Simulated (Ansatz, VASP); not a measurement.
**BeS in VASP and in Ansatz**

The input POSCAR:

```
BeS
1.0
    0.0000000000      2.3522500000      2.4977500000
    2.3522500000      0.0000000000      2.4977500000
    2.3522500000      2.3522500000      0.0000000000
Be S
1 1
Direct
    0.0000000000      0.0000000000      0.0000000000
    0.7500000000      0.7500000000      0.7500000000
```

The input INCAR.step1:

```
SYSTEM = BeS
PREC = Accurate
ENCUT = 520
ISMEAR = 0
SIGMA = 0.05
LREAL = .FALSE.
LASPH = .TRUE.
NELM = 100
NBANDS = 11
GGA = PE
ALGO = Normal
EDIFF = 1E-4
LWAVE = .TRUE.
LCHARG = .FALSE.
```

INCAR.step2

```
SYSTEM = BeS
PREC = Accurate
ENCUT = 520
EDIFF = 1E-7
ISMEAR = 0
SIGMA = 0.05
LREAL = .FALSE.
LASPH = .TRUE.
NELM = 100
ALGO = Normal
ISIF = 2
LWAVE = .FALSE.
LCHARG = .FALSE.
METAGGA = R2SCAN
LMIXTAU = .TRUE.
NBANDS = 11
ISTART = 1
```

Contents of KPOINTS:

```
regular mesh
0
G
  8 8 8
  0 0 0
```

Input for Ansatz:

```yaml
crystal:
  lattice:
    - [0.0, 2.35225, 2.49775]
    - [2.35225, 0.0, 2.49775]
    - [2.35225, 2.35225, 0.0]
  atoms:
    - { symbol: Be, position: [0.0, 0.0, 0.0] }
    - { symbol: S, position: [0.75, 0.75, 0.75] }
basis:
  ecutwfc: 500
kpoints:
  mp_grid: { grid: [8, 8, 8] }
hamiltonian:
  xc: r2scan
scf:
  occupations: { method: gaussian, width: 0.05 }
output:
  forces: true
  stress: true
  eigenvalues: true
```

Change from the starting cell: strain -0.030 along x and y, +0.030 along z, atoms carried along.

Alike in both runs: task single point; functional r2SCAN; k mesh 8 × 8 × 8; occupations gaussian, width 0.05 eV; no spin polarisation.

|  | VASP | Ansatz |
| --- | --- | --- |
| version | VASP 6.6.1 | Ansatz 0.2.0 |
| potentials or method | VASP PAW PBE potentials, release 64 (Be, S), cutoff 520 eV | scalar-relativistic, plane waves, PAW |
| valence electrons in the cell | 8 | 8 |

Ansatz gave:

```
gap on the k mesh at the Fermi level (eV)                     : 3.20
least direct gap on the mesh (eV)                             : 6.08
pressure (GPa)                                                : 4.5
traceless stress, the component that is largest in VASP (GPa) : -4.63
```

Question: Which values does VASP return?

Answer: gap on the k mesh at the Fermi level (eV): 3.21; least direct gap on the mesh (eV): 6.11; pressure (GPa): 4.8; traceless stress, the component that is largest in VASP (GPa): -4.57.

VASP's potentials were made for PBE, not for r2SCAN. The functional is the same, so the differences come from potentials, cutoffs and numerics.
